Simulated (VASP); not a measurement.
# AlN (NiAs type): single point with PBE

AlN (NiAs type):

```
CELL_PARAMETERS angstrom
2.70406 0.00000 0.00000
-1.35203 2.34178 0.00000
0.00000 0.00000 4.65944
ATOMIC_POSITIONS crystal
Al 0.00000 0.00000 0.00000
Al 0.00000 0.00000 0.50000
N 0.33333 0.66667 0.25000
N 0.66667 0.33333 0.75000
```

```
Program             : VASP 6.6.1
Task                : single point
Functional          : PBE
Potentials or basis : VASP PAW PBE potentials, release 64 (Al, N)
Cutoff              : 520 eV
k mesh              : 12 × 12 × 7
Occupations         : fermi-dirac, width 0.1 eV
Spin                : no spin polarisation
```

| Item | Value |
| --- | --- |
| Pressure | 50.7 GPa |
| Band gap on the k mesh | 5.51 eV, indirect (least direct gap 6.91 eV) |

Stress tensor (GPa, compression positive):
```
50.74  0.00  0.00
 0.00 50.74  0.00
 0.00  0.00 50.62
```

Levels at points of the mesh, in eV from the valence-band top:
```
           k point  band 5  band 6  band 7  band 8  band 9  band 10  band 11  band 12
(0.00, 0.00, 0.00)   -1.07   -0.77    0.00    0.00    7.01     7.46     9.18    13.66
(0.50, 0.00, 0.00)   -5.77   -3.57   -2.88   -1.40    5.51     7.24     7.59    11.89
```

Wall time 41 s on 1 thread of Intel Xeon 8259CL, on a shared host, peak memory 0.15 GiB.

A k mesh can miss the band edges. PBE gaps usually lie below the measured ones, often by a third to a half.
